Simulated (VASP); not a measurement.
The system is HfN.

```
CELL_PARAMETERS angstrom
0.00000 2.45482 2.45482
2.45482 0.00000 2.45482
2.45482 2.45482 0.00000
ATOMIC_POSITIONS crystal
Hf 0.00000 0.00000 0.00000
N 0.75000 0.75000 0.75000
```

* Program: VASP 6.6.1
* Task: relaxation of cell and atoms
* Functional: LDA
* Potentials or basis: VASP PAW LDA potentials, release 64 (Hf_pv, N)
* Cutoff: 600 eV
* k mesh: 11 × 11 × 11
* Occupations: methfessel-paxton, width 0.1 eV
* Spin: no spin polarisation

At the start: pressure -10.0 GPa; volume 14.79 Å³/atom.

Problem. How do energy, volume and symmetry change on relaxing?

Solution. Over 3 steps the energy falls by 23.8 meV/atom and the volume is 14.08 Å³/atom (-4.8 %); space group F-43m (No. 216, to 0.05 Å).

Step by step:
```
step  energy change (eV)  largest force (eV/Å)  pressure (GPa)  volume (Å³)
   1              0.0000                0.0000           -9.98        29.59
   2              0.1020                0.0000           22.44        25.81
   3             -0.0477                0.0000           -0.29        28.16
```

Final structure:
```
Hf N
1.0
     0.00000    2.41461    2.41461
     2.41461    0.00000    2.41461
     2.41461    2.41461    0.00000
Hf N
1 1
Direct
  0.00000 0.00000 0.00000
  0.75000 0.75000 0.75000
```
